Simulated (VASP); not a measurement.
# AlO6: single point with PBE

The system is AlO6.

```
CELL_PARAMETERS angstrom
2.95568 0.00000 0.00000
-1.47784 2.55970 0.00000
0.00000 0.00000 12.21582
ATOMIC_POSITIONS crystal
Al 0.00000 0.00000 0.00000
O 0.33333 0.66667 0.60867
O 0.33333 0.66667 0.70803
O 0.66667 0.33333 0.39133
O 0.66667 0.33333 0.29197
O 0.66667 0.33333 0.92693
O 0.33333 0.66667 0.07307
```

```yaml
Program: VASP 6.6.1
Task: single point
Functional: PBE
Potentials_or_basis: VASP PAW PBE potentials, release 64 (Al, O)
Cutoff: 520 eV
k_mesh: 12 × 12 × 4
Occupations: gaussian, width 0.1 eV
Spin: collinear spin, ferromagnetic start
Starting_moments: "[0.0, 0.59, 0.61, 0.59, 0.61, 0.45, 0.45] μB"
```

```json
{"Pressure": "2.2 GPa", "Largest force": "1.201 eV/Å", "Net moment": "3.91 μB per cell", "Site moments": "Al -0.00; O +0.77, +0.80, +0.03 (each value once) μB", "Valence electrons inside the program's atomic spheres": "Al 0.69; O 4.92, 4.91, 5.01 (each value once)"}
```

Forces on the atoms (eV/Å):
```
Al   0.000  0.000  0.000
O    0.000  0.000 -1.155
O    0.000  0.000  1.201
O    0.000  0.000  1.155
O    0.000  0.000 -1.201
O    0.000  0.000 -0.009
O    0.000  0.000  0.009
```

Stress tensor (GPa, compression positive):
```
0.74 0.00 0.00
0.00 0.74 0.00
0.00 0.00 5.25
```

Levels at points of the mesh, in eV from the Fermi level:
Spin up:
```csv
k point,band 18,band 19,band 20,band 21,band 22,band 23,band 24,band 25,band 26,band 27
"(0.00, 0.00, 0.00)",-0.38,-0.03,-0.03,0.02,0.02,6.41,7.35,8.07,8.92,9.00
"(0.50, 0.00, 0.00)",-0.83,-0.63,-0.45,-0.32,-0.21,9.43,9.58,10.15,10.71,11.57
"(0.00, 0.00, 0.50)",-0.38,-0.03,-0.03,0.01,0.01,6.55,7.13,8.14,8.61,9.38
"(0.50, 0.00, 0.50)",-0.85,-0.63,-0.44,-0.31,-0.22,9.31,9.81,10.01,10.70,11.82
```
Spin down:
```
           k point  band 15  band 16  band 17  band 18  band 19  band 20  band 21  band 22
(0.00, 0.00, 0.00)    -1.42    -0.38    -0.35    -0.35     2.36     2.36     2.41     2.41
(0.50, 0.00, 0.00)    -2.42    -0.82    -0.59    -0.49     0.72     0.86     2.01     2.13
(0.00, 0.00, 0.50)    -1.42    -0.38    -0.35    -0.35     2.36     2.36     2.41     2.41
(0.50, 0.00, 0.50)    -2.42    -0.81    -0.59    -0.48     0.68     0.90     2.01     2.13
```

Run time: 6.6 min on 1 thread of Intel(R) Xeon(R) 6975P-C (Granite Rapids), with other jobs on the host, peak memory 0.44 GiB.

Caveat: the standard files for N, O and F lose accuracy on very short bonds; forces of over 1 eV/Å act on the atoms, so gaps and moduli don't describe the material at rest.
